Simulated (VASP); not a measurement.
# MoS2: relaxation of the atoms with PBE+D3(BJ)

System: MoS2, a slab with vacuum.

```xyz
6
Lattice="3.1610 0.0000 0.0000 -1.5805 2.7375 0.0000 0.0000 0.0000 29.1598" Properties=species:S:1:pos:R:3 pbc="T T T"
S     0.0000    1.8250   10.0000
S     0.0000    1.8250   13.0123
S     1.5805    0.9125   16.1475
S     1.5805    0.9125   19.1598
Mo    1.5805    0.9125   11.5061
Mo    0.0000    1.8250   17.6536
```

- Program: VASP 6.6.1
- Task: relaxation of the atoms
- Functional: PBE
- Dispersion: D3(BJ)
- Potentials or basis: VASP PAW PBE potentials, release 64 (S, Mo_sv)
- Cutoff: 520 eV
- k mesh: 9 × 9 × 1
- Occupations: gaussian, width 0.05 eV
- Spin: collinear spin
- Starting moments: [0.0, 0.0, 0.0, 0.0, 1.0, 1.0] μB
- Dipole correction: yes
- Further INCAR settings: ALGO = Normal; EDIFF = 1e-06; IBRION = 2; EDIFFG = -0.04; NSW = 60

```json
{
 "Energy gained by relaxing": "22.5 meV/atom",
 "Ionic steps": "2",
 "Largest force after relaxing": "0.028 eV/Å",
 "Band gap on the k mesh": "1.30 eV (least direct gap 1.72 eV)",
 "Net moment": "0.00 μB per cell",
 "Valence electrons inside the program's atomic spheres": "S 3.71; Mo 12.47",
 "Dispersion energy per atom": "-0.370 eV"
}
```

Forces on the atoms (eV/Å):
```
S    0.000  0.000  0.019
S    0.000  0.000  0.028
S    0.000  0.000 -0.028
S    0.000  0.000 -0.019
Mo   0.000  0.000 -0.005
Mo   0.000  0.000  0.005
```

The path:
| step | energy change (eV) | largest force (eV/Å) | pressure (GPa) |
| --- | --- | --- | --- |
| 1 | 0.0000 | 1.2131 | 2.22 |
| 2 | -0.1350 | 0.0277 | -0.32 |

Final structure:
```yaml
crystal:
  lattice:
    - [3.16100, 0.00000, 0.00000]
    - [-1.58050, 2.73751, 0.00000]
    - [0.00000, 0.00000, 29.15977]
  atoms:
    - { symbol: S, position: [0.33333, 0.66667, 0.34099] }
    - { symbol: S, position: [0.33333, 0.66667, 0.44825] }
    - { symbol: S, position: [0.66667, 0.33333, 0.55175] }
    - { symbol: S, position: [0.66667, 0.33333, 0.65901] }
    - { symbol: Mo, position: [0.66667, 0.33333, 0.39466] }
    - { symbol: Mo, position: [0.33333, 0.66667, 0.60534] }
```

Levels at points of the mesh, in eV from the valence-band top:
Spin up:
```
           k point  band 22  band 23  band 24  band 25  band 26  band 27  band 28  band 29  band 30  band 31
(0.00, 0.00, 0.00)    -1.91    -1.91    -1.76    -0.68     0.00     2.35     2.35     2.37     2.37     2.56
```
Spin down:
| k point | band 24 | band 25 | band 26 | band 27 | band 28 | band 29 |
| --- | --- | --- | --- | --- | --- | --- |
| (0.00, 0.00, 0.00) | -1.76 | -0.68 | 0.00 | 2.35 | 2.35 | 2.37 |

It took 2.3 min on 4 MPI ranks on Intel(R) Xeon(R) Platinum 8488C (Sapphire Rapids) (shared host), peak memory 0.54 GiB a rank.
